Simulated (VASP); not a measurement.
BN, 4 atoms in the cell. It takes space group Pm (No. 6, monoclinic). Conventional cell: a = 2.504 Å, b = 6.661 Å, c = 2.504 Å, α = 90.00°, β = 120.00°, γ = 90.00°. Within 1.6 Å of B (site symmetry m) lie 2 N at 1.22 to 1.47 Å. B (site symmetry m) has 3 N at 1.45 Å within 1.9 Å. Within 1.9 Å of N (site symmetry m) lie 3 B at 1.45 Å. N (site symmetry m) has 2 B at 1.22 to 1.47 Å within 1.6 Å.  This cell differs from its parent crystal: mode 9 (1350.8 1/cm) frozen in, largest displacement -0.150 Å.

- Program: VASP 6.6.1
- Task: single point
- Functional: LDA
- Potentials or basis: VASP PAW LDA potentials, release 64 (B, N)
- Cutoff: 520 eV
- k mesh: 12 × 12 × 4
- Occupations: gaussian, width 0.05 eV
- Spin: no spin polarisation
- Dipole correction: no
- Further INCAR settings: ALGO = Normal; EDIFF = 1e-06; NBANDS = 16

Potentials or basis: VASP PAW LDA potentials, release 64 (B, N).

The run is started by

```bash
$ cat potpaw_LDA.64/B/POTCAR potpaw_LDA.64/N/POTCAR > POTCAR
$ mpirun -np 1 vasp_std > vasp.out
```

Hardware: 1 thread of Intel Xeon 6975P-C, on a shared host.

Q: Estimate the wall time of this run.

A: It took 84 s on 1 thread of Intel Xeon 6975P-C, on a shared host, peak memory 0.21 GiB. Counts: scf iterations 13, k points 222.
